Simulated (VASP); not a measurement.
LuBe3, 4 atoms in the cell. It takes space group Pm-3m (No. 221, cubic). Conventional cell: a = 3.547 Å, b = 3.547 Å, c = 3.547 Å, α = 90.00°, β = 90.00°, γ = 90.00°. Within 3.3 Å of Lu (site symmetry m-3m) lie 12 Be at 2.51 Å. Be (site symmetry 4/mmm) has 4 Lu at 2.51 Å and 8 Be at 2.51 Å within 3.3 Å. The cell was generated, and may not be a known phase.

```yaml
Program: VASP 6.6.1
Task: single point
Functional: PBE
Potentials_or_basis: VASP PAW PBE potentials, release 64 (Lu, Be)
Cutoff: 520 eV
k_mesh: 6 × 6 × 6
Occupations: gaussian, width 0.1 eV
Spin: no spin polarisation
Dipole_correction: no
Further_INCAR_settings: ALGO = Normal; EDIFF = 1e-07; NBANDS = 24
```

Potentials or basis: VASP PAW PBE potentials, release 64 (Lu, Be).

Run with:

```console
$ cat potpaw_PBE.64/Lu/POTCAR potpaw_PBE.64/Be/POTCAR > POTCAR
$ mpirun -np 1 vasp_std > vasp.out
```

Hardware: 1 thread of Intel(R) Xeon(R) 6975P-C (Granite Rapids) (shared host).

Estimate the wall time of this run.

It took 12 s on 1 thread of Intel(R) Xeon(R) 6975P-C (Granite Rapids), with other jobs on the host, peak memory 0.17 GiB. Counts: scf iterations 14, k points 20.
